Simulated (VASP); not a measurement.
# HfN (P6_3/mmc) in VASP: notebook

Runs on HfN. Level: LDA. Tasks: single point.

All numbers are computed with VASP 6.6.1; they aren't measurements. Logs are shortened: lines on timing, memory, paths and dates and some standing lists are left out, and cuts for length are marked.

**1. The cell of the first run**

It takes space group P6_3/mmc (No. 194, hexagonal). Conventional cell: a = 3.113 Å, b = 3.113 Å, c = 5.380 Å, α = 90.00°, β = 90.00°, γ = 120.00°. Hf (site symmetry -6m2) has 6 N at 2.24 Å and 12 Hf at 3.11 to 3.24 Å within 3.3 Å. N (site symmetry -3m) has 6 Hf at 2.24 Å and 8 N at 2.69 to 3.11 Å within 3.2 Å.

**2. Single point, LDA**

Contents of INCAR:

```
PREC = Accurate
ENCUT = 520
EDIFF = 1E-6
ISMEAR = -1
SIGMA = 0.05
LREAL = F
LASPH = T
NELM = 100
ALGO = Normal
ISIF = 2
LWAVE = F
LCHARG = F
GGA = CA
NBANDS = 23
```

Contents of KPOINTS:

```
Automatic mesh
0
Gamma
  10 10 5
```

Contents of POSCAR:

```
HfN
1.0
    3.1128744484      0.0000000000      0.0000000000
   -1.5564372243      2.6958283511      0.0000000000
    0.0000000000      0.0000000000      5.3804124788
Hf N
2 2
Direct
    0.3333333333      0.6666666667      0.2500000000
    0.6666666667      0.3333333333      0.7500000000
    0.0000000000      0.0000000000      0.5000000000
    0.0000000000      0.0000000000      0.0000000000
```

Potentials or basis: VASP PAW LDA potentials, release 64 (Hf_pv, N).

The run is started by

```bash
$ cat potpaw_LDA.64/Hf_pv/POTCAR potpaw_LDA.64/N/POTCAR > POTCAR
$ mpirun -np 1 vasp_std > vasp.out
```

OUTCAR:

```text
PREC = Accurate
   ENCUT = 520
   EDIFF = 1E-6
   ISMEAR = -1
   LREAL = F
   LASPH = T
   NELM = 100
   ISIF = 2
   GGA = CA

 ion  position               nearest neighbor table
   1  0.333  0.667  0.250-   3 2.24   4 2.24   3 2.24   4 2.24   3 2.24   4 2.24   2 3.24   2 3.24
                             2 3.24   2 3.24   2 3.24   2 3.24
   2  0.667  0.333  0.750-   3 2.24   4 2.24   3 2.24   4 2.24   3 2.24   4 2.24   1 3.24   1 3.24
                             1 3.24   1 3.24   1 3.24   1 3.24
   3  0.000  0.000  0.500-   1 2.24   2 2.24   2 2.24   1 2.24   2 2.24   1 2.24
   4  0.000  0.000  0.000-   1 2.24   2 2.24   2 2.24   1 2.24   2 2.24   1 2.24

  LATTYP: Found a hexagonal cell.
 ALAT       =     3.1128744484
 C/A-ratio  =     1.7284386402

  Lattice vectors:

 A1 = (   3.1128744484,   0.0000000000,   0.0000000000)
 A2 = (  -1.5564372243,   2.6958283511,   0.0000000000)
 A3 = (   0.0000000000,   0.0000000000,   5.3804124788)

Analysis of symmetry for initial positions (statically):
=====================================================================
 Subroutine PRICEL returns:
 Original cell was already a primitive cell.

 Routine SETGRP: Setting up the symmetry group for a
 hexagonal supercell.

 Subroutine GETGRP returns: Found 24 space group operations
 (whereof 12 operations were pure point group operations)
 out of a pool of 24 trial point group operations.

The static configuration has the point symmetry D_3d.
 The point group associated with its full space group is D_6h.

Analysis of symmetry for dynamics (positions and initial velocities):
=====================================================================
 Subroutine PRICEL returns:
 Original cell was already a primitive cell.

 Routine SETGRP: Setting up the symmetry group for a
 hexagonal supercell.

 Subroutine GETGRP returns: Found 24 space group operations
 (whereof 12 operations were pure point group operations)
 out of a pool of 24 trial point group operations.

The dynamic configuration has the point symmetry D_3d.
 The point group associated with its full space group is D_6h.

 Subroutine INISYM returns: Found 24 space group operations
 (whereof 12 operations are pure point group operations),
 and found     1 'primitive' translations

----------------------------------------------------------------------------------------

                                     Primitive cell

  volume of cell :      45.1512

  direct lattice vectors                    reciprocal lattice vectors
[... 91 lines left out ...]
   EDIFF  = 0.1E-05   stopping-criterion for ELM
   LREAL  =      F    real-space projection
   EDIFFG = 0.1E-04   stopping-criterion for IOM
   NSW    =      0    number of steps for IOM
   IBRION =     -1    ionic relax: 0-MD 1-quasi-New 2-CG
   NFREE  =      0    steps in history (QN), initial steepest desc. (CG)
   ISIF   =      2    stress and relaxation
   ISYM   =      2    0-nonsym 1-usesym 2-fastsym
   POTIM  = 0.5000    time-step for ionic-motion
   TEBEG  =    0.0;   TEEND  =   0.0 temperature during run
   PSTRESS=    0.0 pullay stress
   NELECT =      30.0000    total number of electrons
   NUPDOWN=      -1.0000    fix difference up-down
   EMIN   =  10.00;   EMAX   =-10.00  energy-range for DOS
   EFERMI =   0.00;   METHOD = LEGACY
   ISMEAR =    -1;   SIGMA  =   0.05  broadening in eV -4-tet -1-fermi 0-gaus
   EFERMI_NEDOS =   21; number of points for ismear=-14 and -15
   IALGO  =     38    algorithm
   IMIX   =      4    mixing-type and parameters
     AMIX     =   0.40;   BMIX     =  1.00
     AMIX_MAG =   1.60;   BMIX_MAG =  1.00
  volume/ion in A,a.u.               =      11.29        76.17
  Fermi-wavevector in a.u.,A,eV,Ry     =   1.428539  2.699547 27.765733  2.040724
  Thomas-Fermi vector in A             =   2.548590
   LORBIT       =      0    0 simple, 1 ext, 2 COOP (PROOUT), +10 PAW based schemes
   GGA     = CA    functional components
   LHFCALC =     F    Hartree Fock is set to
   AEXX    =    0.0000 exact exchange contribution
   IVDW    =     0    specifies the selected vdW correction
   LEPSILON=     F    determine dielectric tensor
   LRPA    =     F    only Hartree local field effects (RPA)
 non-spin polarized calculation
  energy-cutoff  :      520.00
  volume of cell :       45.15
 maximum number of plane-waves:      1224
 NGX is ok and might be reduce to    24
   NGX = 11   NGY = 11   NGZ = 21

 number of electron      30.0000005 magnetization

 Free energy of the ion-electron system (eV)
  ---------------------------------------------------
  ext. energy  EPLUGINS =         0.00000000
  ---------------------------------------------------
  free energy    TOTEN  =       -47.59237239 eV

  energy without entropy =      -47.58080549  energy(sigma->0) =      -47.58658894

 E-fermi :   8.0156     XC(G=0): -13.0941

 val. band max:        7.9298807875   @ k =   0.1000   0.0000   0.2000
 cond. band min:       8.0167007488   @ k =   0.1000   0.1000   0.0000
 fundamental gap:      0.0868199614
 Fermi energy:         8.0155877450

 k-point     1 :       0.0000    0.0000    0.0000
  band No.  band energies     occupation
      1     -23.5738      2.00000
      2     -22.6226      2.00000
      3     -22.5187      2.00000
      4     -22.5187      2.00000
      5     -22.4525      2.00000
      6     -22.4525      2.00000
[... 613 lines left out ...]
     22      14.1201      0.00000
     23      15.2947      0.00000

 [... further k-points ...]

------------------------ aborting loop because EDIFF is reached ----------------------------------------

  FORCE on cell =-STRESS in cart. coord.  units (eV):
  Direction    XX          YY          ZZ          XY          YZ          ZX
  --------------------------------------------------------------------------------------
  -------------------------------------------------------------------------------------
  Total       -1.2477157     -1.2477157     -1.4267134      0.0000000     -0.0000000     -0.0000000
  in kB      -44.2748221    -44.2748221    -50.6265021      0.0000000     -0.0000000     -0.0000000
  external PRESSURE =     -46.3920488 kB  Pullay stress =       0.0000000 kB

 VOLUME and BASIS-vectors are now :
 -----------------------------------------------------------------------------
  energy-cutoff  :      520.00
  volume of cell :       45.15
      direct lattice vectors                 reciprocal lattice vectors
     3.112874448  0.000000000  0.000000000     0.321246493  0.185471749  0.000000000
    -1.556437224  2.695828351  0.000000000     0.000000000  0.370943499  0.000000000
     0.000000000  0.000000000  5.380412479     0.000000000  0.000000000  0.185859356

 POSITION                                       TOTAL-FORCE (eV/Angst)
 -----------------------------------------------------------------------------------
     -0.00000      1.79722      1.34510        -0.000000      0.000000      0.000000
      1.55644      0.89861      4.03531         0.000000     -0.000000      0.000000
      0.00000      0.00000      2.69021         0.000000      0.000000      0.000000
      0.00000      0.00000      0.00000         0.000000      0.000000      0.000000
 -----------------------------------------------------------------------------------
    total drift:                               -0.000000      0.000000     -0.000000

  FREE ENERGIE OF THE ION-ELECTRON SYSTEM (eV)
  ---------------------------------------------------
  free  energy   TOTEN  =       -47.5923723942 eV

  energy  without entropy=      -47.5808054920  energy(sigma->0) =      -47.58658894
```

OSZICAR:

```text
N       E                     dE             d eps       ncg     rms          rms(c)
DAV:   1     0.107268827032E+03    0.10727E+03   -0.16540E+04  1932   0.130E+03
DAV:   2    -0.478079571099E+02   -0.15508E+03   -0.14657E+03  2501   0.306E+02
DAV:   3    -0.536262211317E+02   -0.58183E+01   -0.57644E+01  2532   0.468E+01
DAV:   4    -0.536717336407E+02   -0.45513E-01   -0.45469E-01  2259   0.440E+00
DAV:   5    -0.536722627373E+02   -0.52910E-03   -0.52902E-03  2614   0.394E-01    0.783E+01
DAV:   6    -0.478365396937E+02    0.58357E+01   -0.27423E+01  2261   0.268E+01    0.600E+01
DAV:   7    -0.476571554228E+02    0.17938E+00   -0.22566E+00  2234   0.873E+00    0.232E+01
DAV:   8    -0.475995564302E+02    0.57599E-01   -0.21231E-01  2674   0.269E+00    0.340E+00
DAV:   9    -0.475929859776E+02    0.65705E-02   -0.29873E-02  2233   0.106E+00    0.280E+00
DAV:  10    -0.475926934069E+02    0.29257E-03   -0.69488E-03  2396   0.521E-01    0.123E+00
DAV:  11    -0.475923713709E+02    0.32204E-03   -0.14448E-03  2340   0.232E-01    0.894E-02
DAV:  12    -0.475923728232E+02   -0.14523E-05   -0.70745E-05  2437   0.560E-02    0.987E-02
DAV:  13    -0.475923723942E+02    0.42905E-06   -0.22519E-06  1973   0.955E-03
   1 F= -.47592372E+02 E0= -.47586589E+02  d E =-.115669E-01
```

stdout:

```text
POSCAR found type information on POSCAR HfN
 POSCAR found :  2 types and       4 ions
 scaLAPACK will be used
 LDA part: xc-table for (Slater(with rela. corr.)+CA(PZ))
 , standard interpolation
 POSCAR, INCAR and KPOINTS ok, starting setup
 FFT: planning ... GRIDC
 FFT: planning ... GRID_SOFT
 FFT: planning ... GRID
 WAVECAR not read
 entering main loop
```

It took 52 s on 1 thread of AMD EPYC 7R43 (Zen 3), shared host; peak memory 0.13 GiB.

What came out:

- Free energy: -47.5924 eV
- Pressure: -4.6 GPa
- Band gap on the k mesh: zero (bands 15 and 16 overlap by 1.76 eV)

Caveat: the cell stands under tension; spin-orbit coupling is left out, which moves the levels of the heavy elements.

**3. Single point, LDA**

This run uses another cell than the first one, of 11.52 Å³/atom.

Contents of INCAR:

```
PREC = Accurate ; ENCUT = 520
EDIFF = 1E-7 ; ISMEAR = -1
SIGMA = 0.05 ; LREAL = False
LASPH = True ; NELM = 60
ALGO = Normal ; ISIF = 2
LWAVE = False ; LCHARG = False
NBANDS = 23
```

KPOINTS is that of step 2.

Contents of POSCAR:

```
HfN
1.0
    3.1339080219      0.0000000000      0.0000000000
   -1.5669540110      2.7140439601      0.0000000000
    0.0000000000      0.0000000000      5.4167677200
Hf N
2 2
Direct
    0.3333333333      0.6666666667      0.2500000000
    0.6666666667      0.3333333333      0.7500000000
    0.0000000000      0.0000000000      0.5000000000
    0.0000000000      0.0000000000      0.0000000000
```

Potentials or basis: VASP PAW LDA potentials, release 64 (Hf_pv, N).

The run is started by

```bash
$ cat potpaw_LDA.64/Hf_pv/POTCAR potpaw_LDA.64/N/POTCAR > POTCAR
$ mpirun -np 1 vasp_std > vasp.out
```

OUTCAR:

```text
PREC = Accurate
   ENCUT = 520
   EDIFF = 1E-7
   ISMEAR = -1
   LREAL = False
   LASPH = True
   NELM = 60
   ISIF = 2

 ion  position               nearest neighbor table
   1  0.333  0.667  0.250-   3 2.26   4 2.26   3 2.26   4 2.26   3 2.26   4 2.26   2 3.26   2 3.26
                             2 3.26   2 3.26   2 3.26   2 3.26
   2  0.667  0.333  0.750-   3 2.26   4 2.26   3 2.26   4 2.26   3 2.26   4 2.26   1 3.26   1 3.26
                             1 3.26   1 3.26   1 3.26   1 3.26
   3  0.000  0.000  0.500-   1 2.26   2 2.26   2 2.26   1 2.26   2 2.26   1 2.26
   4  0.000  0.000  0.000-   1 2.26   2 2.26   2 2.26   1 2.26   2 2.26   1 2.26

  LATTYP: Found a hexagonal cell.
 ALAT       =     3.1339080219
 C/A-ratio  =     1.7284386402

  Lattice vectors:

 A1 = (   3.1339080219,   0.0000000000,   0.0000000000)
 A2 = (  -1.5669540110,   2.7140439601,   0.0000000000)
 A3 = (   0.0000000000,   0.0000000000,   5.4167677200)

Analysis of symmetry for initial positions (statically):
=====================================================================
 Subroutine PRICEL returns:
 Original cell was already a primitive cell.

 Routine SETGRP: Setting up the symmetry group for a
 hexagonal supercell.

 Subroutine GETGRP returns: Found 24 space group operations
 (whereof 12 operations were pure point group operations)
 out of a pool of 24 trial point group operations.

The static configuration has the point symmetry D_3d.
 The point group associated with its full space group is D_6h.

Analysis of symmetry for dynamics (positions and initial velocities):
=====================================================================
 Subroutine PRICEL returns:
 Original cell was already a primitive cell.

 Routine SETGRP: Setting up the symmetry group for a
 hexagonal supercell.

 Subroutine GETGRP returns: Found 24 space group operations
 (whereof 12 operations were pure point group operations)
 out of a pool of 24 trial point group operations.

[... 124 lines left out ...]
     AMIX     =   0.40;   BMIX     =  1.00
     AMIX_MAG =   1.60;   BMIX_MAG =  1.00
  volume/ion in A,a.u.               =      11.52        77.73
  Fermi-wavevector in a.u.,A,eV,Ry     =   1.418951  2.681429 27.394278  2.013423
  Thomas-Fermi vector in A             =   2.540023
   LORBIT       =      0    0 simple, 1 ext, 2 COOP (PROOUT), +10 PAW based schemes
   GGA     = CA    functional components
   LHFCALC =     F    Hartree Fock is set to
   AEXX    =    0.0000 exact exchange contribution
   IVDW    =     0    specifies the selected vdW correction
   LEPSILON=     F    determine dielectric tensor
   LRPA    =     F    only Hartree local field effects (RPA)
 non-spin polarized calculation
  energy-cutoff  :      520.00
  volume of cell :       46.07
 maximum number of plane-waves:      1275
 NGX is ok and might be reduce to    24
   NGX = 11   NGY = 11   NGZ = 21

 number of electron      30.0000004 magnetization

 Free energy of the ion-electron system (eV)
  ---------------------------------------------------
  ext. energy  EPLUGINS =         0.00000000
  ---------------------------------------------------
  free energy    TOTEN  =       -47.55028858 eV

  energy without entropy =      -47.53825490  energy(sigma->0) =      -47.54427174

 E-fermi :   7.8269     XC(G=0): -12.9901

 val. band max:        7.7539414961   @ k =   0.1000   0.0000   0.2000
 cond. band min:       7.8332728905   @ k =   0.1000   0.1000   0.0000
 fundamental gap:      0.0793313945
 Fermi energy:         7.8269218604

 k-point     1 :       0.0000    0.0000    0.0000
  band No.  band energies     occupation
      1     -23.7672      2.00000
      2     -22.8867      2.00000
      3     -22.7830      2.00000
      4     -22.7830      2.00000
      5     -22.7206      2.00000
      6     -22.7206      2.00000
[... 613 lines left out ...]
     22      13.7737      0.00000
     23      14.9164      0.00000

 [... further k-points ...]

------------------------ aborting loop because EDIFF is reached ----------------------------------------

  FORCE on cell =-STRESS in cart. coord.  units (eV):
  Direction    XX          YY          ZZ          XY          YZ          ZX
  --------------------------------------------------------------------------------------
  -------------------------------------------------------------------------------------
  Total       -2.8387873     -2.8387873     -3.0310254      0.0000000      0.0000000     -0.0000000
  in kB      -98.7188517    -98.7188517   -105.4039357      0.0000000      0.0000000     -0.0000000
  external PRESSURE =    -100.9472130 kB  Pullay stress =       0.0000000 kB

 VOLUME and BASIS-vectors are now :
 -----------------------------------------------------------------------------
  energy-cutoff  :      520.00
  volume of cell :       46.07
      direct lattice vectors                 reciprocal lattice vectors
     3.133908022  0.000000000  0.000000000     0.319090411  0.184226935  0.000000000
    -1.566954011  2.714043960  0.000000000     0.000000000  0.368453870  0.000000000
     0.000000000  0.000000000  5.416767720     0.000000000  0.000000000  0.184611940

 POSITION                                       TOTAL-FORCE (eV/Angst)
 -----------------------------------------------------------------------------------
     -0.00000      1.80936      1.35419         0.000000      0.000000      0.000000
      1.56695      0.90468      4.06258         0.000000     -0.000000      0.000000
      0.00000      0.00000      2.70838        -0.000000      0.000000      0.000000
      0.00000      0.00000      0.00000        -0.000000      0.000000      0.000000
 -----------------------------------------------------------------------------------
    total drift:                                0.000000     -0.000000      0.000000

  FREE ENERGIE OF THE ION-ELECTRON SYSTEM (eV)
  ---------------------------------------------------
  free  energy   TOTEN  =       -47.5502885775 eV

  energy  without entropy=      -47.5382548975  energy(sigma->0) =      -47.54427174
```

OSZICAR:

```text
N       E                     dE             d eps       ncg     rms          rms(c)
DAV:   1     0.101499562674E+03    0.10150E+03   -0.16468E+04  1932   0.130E+03
DAV:   2    -0.480414406652E+02   -0.14954E+03   -0.14207E+03  2475   0.303E+02
DAV:   3    -0.535932671636E+02   -0.55518E+01   -0.54987E+01  2508   0.455E+01
DAV:   4    -0.536415197660E+02   -0.48253E-01   -0.48209E-01  2199   0.451E+00
DAV:   5    -0.536421852693E+02   -0.66550E-03   -0.66541E-03  2668   0.425E-01    0.754E+01
DAV:   6    -0.478181683702E+02    0.58240E+01   -0.27870E+01  2240   0.267E+01    0.582E+01
DAV:   7    -0.476182245326E+02    0.19994E+00   -0.23227E+00  2207   0.883E+00    0.239E+01
DAV:   8    -0.475585625302E+02    0.59662E-01   -0.22442E-01  2665   0.279E+00    0.368E+00
DAV:   9    -0.475510005236E+02    0.75620E-02   -0.34554E-02  2206   0.113E+00    0.292E+00
DAV:  10    -0.475506969440E+02    0.30358E-03   -0.82550E-03  2418   0.562E-01    0.138E+00
DAV:  11    -0.475502861720E+02    0.41077E-03   -0.17728E-03  2403   0.253E-01    0.695E-02
DAV:  12    -0.475502892538E+02   -0.30818E-05   -0.86304E-05  2360   0.620E-02    0.117E-01
DAV:  13    -0.475502885422E+02    0.71159E-06   -0.33176E-06  2408   0.112E-02    0.115E-02
DAV:  14    -0.475502885775E+02   -0.35295E-07   -0.10947E-07  1664   0.229E-03
   1 F= -.47550289E+02 E0= -.47544272E+02  d E =-.120337E-01
```

stdout:

```text
POSCAR found type information on POSCAR HfN
 POSCAR found :  2 types and       4 ions
 scaLAPACK will be used
 LDA part: xc-table for (Slater(with rela. corr.)+CA(PZ))
 , standard interpolation
 POSCAR, INCAR and KPOINTS ok, starting setup
 FFT: planning ... GRIDC
 FFT: planning ... GRID_SOFT
 FFT: planning ... GRID
 WAVECAR not read
 entering main loop
```

Wall time 52 s (1 thread of AMD EPYC 7R43 (Zen 3), shared host); peak memory 0.12 GiB.

What came out:

| Property | Result |
| --- | --- |
| Free energy | -47.5503 eV |
| Pressure | -10.1 GPa |
| Band gap on the k mesh | zero (bands 15 and 16 overlap by 1.70 eV) |

Levels at points of the mesh, in eV from the Fermi level:
| k point | band 13 | band 14 | band 15 | band 16 | band 17 | band 18 |
| --- | --- | --- | --- | --- | --- | --- |
| (0.00, 0.00, 0.00) | -3.63 | -1.74 | -0.72 | 0.62 | 0.62 | 1.14 |
| (0.50, 0.00, 0.00) | -3.27 | -2.84 | -2.45 | 2.40 | 2.71 | 4.34 |

Caveat: the cell stands under tension; spin-orbit coupling is left out, which moves the levels of the heavy elements.

[end of part 1 of 2]
